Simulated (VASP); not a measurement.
# Au (P6_3/mmc) in VASP: single point with LDA

Aim: the single point of Au with LDA.

Program: VASP 6.6.1. These are calculated values, not measurements. Logs are shortened: lines on timing, memory, paths and dates and some standing lists are left out, and cuts for length are marked.

### 1 The cell of the first run

The structure is hexagonal, space group P6_3/mmc (No. 194). Conventional cell: a = 2.837 Å, b = 2.837 Å, c = 4.722 Å, α = 90.00°, β = 90.00°, γ = 120.00°. Within 3.7 Å of Au (site symmetry -6m2) lie 12 Au at 2.84 to 2.87 Å.

This isn't the form of Au at room conditions, which is fcc.

### 2 Single point, LDA, non-collinear spin, zero start, spin-orbit coupling

INCAR

```
SYSTEM = Au
PREC = Accurate ; ENCUT = 520
EDIFF = 1E-6 ; ISMEAR = -1
SIGMA = 0.05 ; LREAL = .FALSE.
LASPH = .TRUE. ; NELM = 150
ALGO = Normal ; ISIF = 2
LWAVE = .FALSE. ; LCHARG = .FALSE.
MAGMOM = 0 0 0 0 0 0 ; LORBIT = 11
LSORBIT = .TRUE. ; GGA_COMPAT = .FALSE.
LORBMOM = .TRUE. ; LMAXMIX = 4
GGA = CA ; NBANDS = 34
```

KPOINTS

```
regular mesh
0
G
  16 16 9
  0 0 0
```

POSCAR

```
Au
1.0
    2.8372564342      0.0000000000      0.0000000000
   -1.4186282171      2.4571361490      0.0000000000
    0.0000000000      0.0000000000      4.7219293431
Au
2
Direct
    0.3333333333      0.6666666667      0.2500000000
    0.6666666667      0.3333333333      0.7500000000
```

Potentials or basis: VASP PAW LDA potentials, release 64 (Au).

Started as:

```sh
> cat potpaw_LDA.64/Au/POTCAR > POTCAR
> mpirun -np 1 vasp_ncl > vasp.out
```

OUTCAR:

```text
SYSTEM = Au
   PREC = Accurate
   ENCUT = 520
   EDIFF = 1E-6
   ISMEAR = -1
   LREAL = .FALSE.
   LASPH = .TRUE.
   NELM = 150
   ISIF = 2
   LORBIT = 11
   LSORBIT = .TRUE.
   GGA = CA

 ion  position               nearest neighbor table
   1  0.333  0.667  0.250-   2 2.87   2 2.87   2 2.87   2 2.87   2 2.87   2 2.87
   2  0.667  0.333  0.750-   1 2.87   1 2.87   1 2.87   1 2.87   1 2.87   1 2.87

  LATTYP: Found a hexagonal cell.
 ALAT       =     2.8372564342
 C/A-ratio  =     1.6642589250

  Lattice vectors:

 A1 = (   2.8372564342,   0.0000000000,   0.0000000000)
 A2 = (  -1.4186282171,   2.4571361490,   0.0000000000)
 A3 = (   0.0000000000,   0.0000000000,   4.7219293431)

Analysis of symmetry for initial positions (statically):
=====================================================================
 Subroutine PRICEL returns:
 Original cell was already a primitive cell.

 Routine SETGRP: Setting up the symmetry group for a
 hexagonal supercell.

 Subroutine GETGRP returns: Found 24 space group operations
 (whereof 12 operations were pure point group operations)
 out of a pool of 24 trial point group operations.

The static configuration has the point symmetry D_3d.
 The point group associated with its full space group is D_6h.

Analysis of symmetry for dynamics (positions and initial velocities):
=====================================================================
 Subroutine PRICEL returns:
 Original cell was already a primitive cell.

 Routine SETGRP: Setting up the symmetry group for a
 hexagonal supercell.

 Subroutine GETGRP returns: Found 24 space group operations
 (whereof 12 operations were pure point group operations)
 out of a pool of 24 trial point group operations.

The dynamic configuration has the point symmetry D_3d.
 The point group associated with its full space group is D_6h.

Analysis of structural, dynamic, and magnetic symmetry:
=====================================================================
 Subroutine PRICEL returns:
 Original cell was already a primitive cell.

 Routine SETGRP: Setting up the symmetry group for a
 hexagonal supercell.

 Subroutine GETGRP returns: Found 24 space group operations
 (whereof 12 operations were pure point group operations)
 out of a pool of 24 trial point group operations.

The overall configuration has the point symmetry D_3d.
 The point group associated with its full space group is D_6h.

 Subroutine INISYM returns: Found 24 space group operations
 (whereof 12 operations are pure point group operations),
 and found     1 'primitive' translations

----------------------------------------------------------------------------------------

                                     Primitive cell

  volume of cell :      32.9191

  direct lattice vectors                    reciprocal lattice vectors
     2.837256434  0.000000000  0.000000000     0.352453161  0.203488928  0.000000000
    -1.418628217  2.457136149  0.000000000     0.000000000  0.406977855  0.000000000
     0.000000000  0.000000000  4.721929343     0.000000000  0.000000000  0.211777841

  length of vectors
     2.837256434  2.837256434  4.721929343     0.406977855  0.406977855  0.211777841

  position of ions in fractional coordinates (direct lattice)
     0.333333333  0.666666667  0.250000000
     0.666666667  0.333333333  0.750000000

  ion indices of the primitive-cell ions
   primitive index   ion index
                 1           1
                 2           2

----------------------------------------------------------------------------------------

 KPOINTS: regular mesh

Automatic generation of k-mesh.
 Grid dimensions read from file:
 generate k-points for:   16   16    9

 Generating k-lattice:

  Cartesian coordinates                     Fractional coordinates (reciprocal lattice)
[... 101 lines left out ...]
 number of electron      21.9999999 magnetization      -0.0000000     -0.0000000     -0.0000000

 number of electron      21.9999999 magnetization       0.0000000      0.0000000      0.0000000

 Free energy of the ion-electron system (eV)
  ---------------------------------------------------
  ext. energy  EPLUGINS =         0.00000000
  ---------------------------------------------------
  free energy    TOTEN  =        -9.47211739 eV

  energy without entropy =       -9.46371383  energy(sigma->0) =       -9.46791561

 E-fermi :   9.9161     XC(G=0): -13.1917

 val. band max:        9.8680202102   @ k =   0.3750   0.0625   0.4444
 cond. band min:       9.9259985194   @ k =   0.3125   0.1875   0.2222
 fundamental gap:      0.0579783092
 Fermi energy:         9.9161353597

 k-point     1 :       0.0000    0.0000    0.0000
  band No.  band energies     occupation
      1      -0.4039      1.00000
      2      -0.4039      1.00000
      3       2.0516      1.00000
      4       2.0516      1.00000
      5       4.3312      1.00000
      6       4.3312      1.00000
[... 877 lines left out ...]
     33      24.0287      0.00000
     34      24.0287      0.00000

 [... further k-points ...]

------------------------ aborting loop because EDIFF is reached ----------------------------------------

  FORCE on cell =-STRESS in cart. coord.  units (eV):
  Direction    XX          YY          ZZ          XY          YZ          ZX
  --------------------------------------------------------------------------------------
  -------------------------------------------------------------------------------------
  Total        0.1852349      0.1852349      0.1369590      0.0000000     -0.0000000      0.0000000
  in kB        9.0154233      9.0154233      6.6658246      0.0000000     -0.0000000      0.0000000
  external PRESSURE =       8.2322238 kB  Pullay stress =       0.0000000 kB

 VOLUME and BASIS-vectors are now :
 -----------------------------------------------------------------------------
  energy-cutoff  :      520.00
  volume of cell :       32.92
      direct lattice vectors                 reciprocal lattice vectors
     2.837256434  0.000000000  0.000000000     0.352453161  0.203488928  0.000000000
    -1.418628217  2.457136149  0.000000000     0.000000000  0.406977855  0.000000000
     0.000000000  0.000000000  4.721929343     0.000000000  0.000000000  0.211777841

 POSITION                                       TOTAL-FORCE (eV/Angst)
 -----------------------------------------------------------------------------------
     -0.00000      1.63809      1.18048        -0.000000      0.000000      0.000000
      1.41863      0.81905      3.54145         0.000000     -0.000000     -0.000000
 -----------------------------------------------------------------------------------
    total drift:                                0.000000      0.000000     -0.000000

  FREE ENERGIE OF THE ION-ELECTRON SYSTEM (eV)
  ---------------------------------------------------
  free  energy   TOTEN  =        -9.4721173888 eV

  energy  without entropy=       -9.4637138327  energy(sigma->0) =       -9.46791561

 orbital moment (x)

 # of ion     p       d       tot
 ----------------------------------------
  1         0.000   0.000   0.000
  2         0.000   0.000   0.000
 ----------------------------------------
            0.000   0.000   0.000

 orbital moment (y)

 # of ion     p       d       tot
 ----------------------------------------
  1        -0.000  -0.000  -0.000
  2        -0.000  -0.000  -0.000
 ----------------------------------------
           -0.000  -0.000  -0.000

 orbital moment (z)

 # of ion     p       d       tot
 ----------------------------------------
  1         0.000   0.000   0.000
  2         0.000   0.000   0.000
 ----------------------------------------
            0.000   0.000   0.000

 Spin-Orbit-Coupling matrix elements

 Ion:    1  E_soc:     -0.6115382
 l=   1
     0.0000000    -0.0289000    -0.0294935
    -0.0289000     0.0000000    -0.0289000
    -0.0294935    -0.0289000     0.0000000
 l=   2
     0.0000000    -0.0141868     0.0000000    -0.0141868    -0.0588779
    -0.0141868     0.0000000    -0.0445522    -0.0137460    -0.0141868
     0.0000000    -0.0445522     0.0000000    -0.0445522     0.0000000
    -0.0141868    -0.0137460    -0.0445522     0.0000000    -0.0141868
    -0.0588779    -0.0141868     0.0000000    -0.0141868     0.0000000
 l=   3
     0.0000000     0.0000000     0.0000000     0.0000000     0.0000000     0.0000000     0.0000000
     0.0000000     0.0000000     0.0000000     0.0000000     0.0000000     0.0000000     0.0000000
     0.0000000     0.0000000     0.0000000     0.0000000     0.0000000     0.0000000     0.0000000
     0.0000000     0.0000000     0.0000000     0.0000000     0.0000000     0.0000000     0.0000000
     0.0000000     0.0000000     0.0000000     0.0000000     0.0000000     0.0000000     0.0000000
     0.0000000     0.0000000     0.0000000     0.0000000     0.0000000     0.0000000     0.0000000
     0.0000000     0.0000000     0.0000000     0.0000000     0.0000000     0.0000000     0.0000000

 Ion:    2  E_soc:     -0.6115382
 l=   1
     0.0000000    -0.0289000    -0.0294935
    -0.0289000     0.0000000    -0.0289000
    -0.0294935    -0.0289000     0.0000000
 l=   2
     0.0000000    -0.0141868     0.0000000    -0.0141868    -0.0588779
    -0.0141868     0.0000000    -0.0445522    -0.0137460    -0.0141868
     0.0000000    -0.0445522     0.0000000    -0.0445522     0.0000000
    -0.0141868    -0.0137460    -0.0445522     0.0000000    -0.0141868
    -0.0588779    -0.0141868     0.0000000    -0.0141868     0.0000000
 l=   3
     0.0000000     0.0000000     0.0000000     0.0000000     0.0000000     0.0000000     0.0000000
     0.0000000     0.0000000     0.0000000     0.0000000     0.0000000     0.0000000     0.0000000
     0.0000000     0.0000000     0.0000000     0.0000000     0.0000000     0.0000000     0.0000000
     0.0000000     0.0000000     0.0000000     0.0000000     0.0000000     0.0000000     0.0000000
     0.0000000     0.0000000     0.0000000     0.0000000     0.0000000     0.0000000     0.0000000
     0.0000000     0.0000000     0.0000000     0.0000000     0.0000000     0.0000000     0.0000000
     0.0000000     0.0000000     0.0000000     0.0000000     0.0000000     0.0000000     0.0000000

 total charge

# of ion       s       p       d       tot
------------------------------------------
    1        0.555   0.405   8.739   9.699
    2        0.555   0.405   8.739   9.699
--------------------------------------------------
tot          1.110   0.810  17.478  19.398

 magnetization (x)

# of ion       s       p       d       tot
------------------------------------------
    1        0.000  -0.000   0.000  -0.000
    2        0.000  -0.000   0.000  -0.000
--------------------------------------------------
tot          0.000  -0.000   0.000  -0.000

 magnetization (y)

# of ion       s       p       d       tot
------------------------------------------
    1       -0.000   0.000   0.000  -0.000
    2       -0.000   0.000   0.000  -0.000
--------------------------------------------------
tot         -0.000   0.000   0.000  -0.000

 magnetization (z)

# of ion       s       p       d       tot
------------------------------------------
    1        0.000   0.000   0.000   0.000
    2        0.000   0.000   0.000   0.000
--------------------------------------------------
tot          0.000   0.000   0.000   0.000
```

Run time: 2.8 min. Hardware: 1 thread of Intel Xeon Platinum 8488C (Sapphire Rapids), shared host; peak memory 0.35 GiB.

What came out:

| Item | Value |
| --- | --- |
| Free energy | -9.4721 eV |
| Pressure | 0.8 GPa |
| Net moment | 0.00 μB per cell |
| Valence electrons inside the program's atomic spheres | Au 9.70 |

Moments on the atoms (μB; x, y, z):
```
Au  0.00 0.00 0.00
Au  0.00 0.00 0.00
```
